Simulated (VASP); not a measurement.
Here is a VASP 6.6.1 calculation.

INCAR

```
SYSTEM = Hf
  ALGO = Fast
  EDIFF = 1E-6
  ENCUT = 520
  GGA = PS
  ISIF = 2
  ISMEAR = 0
  LASPH = .TRUE.
  LCHARG = .FALSE.
  LREAL = .FALSE.
  LWAVE = .FALSE.
  NBANDS = 11
  NELM = 60
  PREC = Accurate
  SIGMA = 0.1
```

KPOINTS

```
k-points
0
G
  16 16 16
  0 0 0
```

The input POSCAR:

```
Hf
1.0
    0.0000000000      2.2092030316      2.2092030316
    2.2092030316      0.0000000000      2.2092030316
    2.2092030316      2.2092030316      0.0000000000
Hf
1
Direct
    0.0000000000      0.0000000000      0.0000000000
```

Potentials or basis: VASP PAW PBE potentials, release 64 (Hf_pv).

Command:

```bash
$ cat potpaw_PBE.64/Hf_pv/POTCAR > POTCAR
$ mpirun -np 1 vasp_std > vasp.out
```

**Question.** What does it give for the band gap on the k mesh?

**Answer.** Zero (band 5 reaches 6.24 eV, above the bottom of band 6 at 4.44 eV).

**Question.** Estimate the pressure.

**Answer.** -0.5 GPa.

Caveat: the PAW data sets were made with another functional, which shifts forces and pressure a little; spin-orbit coupling is left out, which moves the levels of the heavy elements.
